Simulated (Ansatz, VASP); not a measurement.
**Mo: VASP beside Ansatz**

```
Mo
1.0
    -1.58381    1.58381    1.58381
     1.58381   -1.58381    1.58381
     1.58381    1.58381   -1.58381
Mo
1
Direct
  0.00000 0.00000 0.00000
```

Alike in both runs: task relaxation of cell and atoms; functional r2SCAN; dispersion rVV10; k mesh 18 × 18 × 18; occupations gaussian, width 0.1 eV; no spin polarisation.

|  | VASP | Ansatz |
| --- | --- | --- |
| version | VASP 6.6.1 | Ansatz 0.2.0 |
| potentials or method | VASP PAW PBE potentials, release 64 (Mo_sv), cutoff 600 eV | scalar-relativistic, plane waves, PAW |
| valence electrons in the cell | 14 | 14 |

|  | VASP | Ansatz | Ansatz less VASP |
| --- | --- | --- | --- |
| gap on the k mesh at the Fermi level, each at its own relaxed structure (eV) | none | none | - |
| relaxed volume (Å³/atom) | 15.61 | 15.53 | -0.075 |
| relaxed length of the cell vector where the two differ most in proportion (Å) | 2.727 | 2.722 | -0.0044 |

VASP's potentials were made for PBE, not for r2SCAN. A gap of «none» marks a metal or a gap that the smearing closes.
